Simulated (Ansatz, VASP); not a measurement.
# Be: VASP beside Ansatz

The input INCAR:

```
PREC = Accurate ; ENCUT = 600
EDIFF = 1E-6 ; ISMEAR = -1
SIGMA = 0.05 ; LREAL = False
LASPH = True ; NELM = 80
ALGO = Normal ; ISIF = 3
LWAVE = False ; LCHARG = False
GGA = PE ; IBRION = 2
NSW = 80 ; EDIFFG = -0.01
```

The input KPOINTS:

```
Automatic mesh
0
Gamma
  19 19 11
```

POSCAR

```
Be
1.0
    2.2866000000      0.0000000000      0.0000000000
   -1.1433000000      1.9802536883      0.0000000000
    0.0000000000      0.0000000000      3.5833000000
Be
2
Direct
    0.3333333333      0.6666666667      0.2500000000
    0.6666666667      0.3333333333      0.7500000000
```

Input for Ansatz:

```yaml
crystal:
  lattice:
    - [2.2866, 0.0, 0.0]
    - [-1.1433, 1.9802536883, 0.0]
    - [0.0, 0.0, 3.5833]
  atoms:
    - { symbol: Be, position: [0.3333333333, 0.6666666667, 0.25] }
    - { symbol: Be, position: [0.6666666667, 0.3333333333, 0.75] }
basis:
  ecutwfc: 420
  xc_grid: 2
hamiltonian:
  xc: pbe
  pseudopotentials: { kind: paw, azcp: { folder: soft_1 } }
kpoints:
  mp_grid: { grid: [19, 19, 11] }
scf:
  occupations: { method: fermi_dirac, width: 0.05 }
  max_iter: 150
output:
  forces: true
  stress: true
relax:
  f_tol: 0.01
  max_steps: 60
  cell: {}
checkpoint:
  write: "../pbe.run"
  compress: false
  write_wavefunctions: false
  write_every: 100000
```

Alike in both runs: task relaxation of cell and atoms; functional PBE; k mesh 19 × 19 × 11; occupations fermi-dirac, width 0.05 eV; no spin polarisation.

|  | VASP | Ansatz |
| --- | --- | --- |
| version | VASP 6.6.1 | Ansatz 0.2.0 |
| potentials or method | VASP PAW PBE potentials, release 64 (Be), cutoff 600 eV | plane-wave PAW DFT |
| valence electrons in the cell | 4 | 4 |

```csv
,VASP,Ansatz,Ansatz less VASP
relaxed volume (Å³/atom),7.91,7.90,-0.009
relaxed length of the cell vector where the two differ most in proportion (Å),3.568,3.566,-0.0016
```
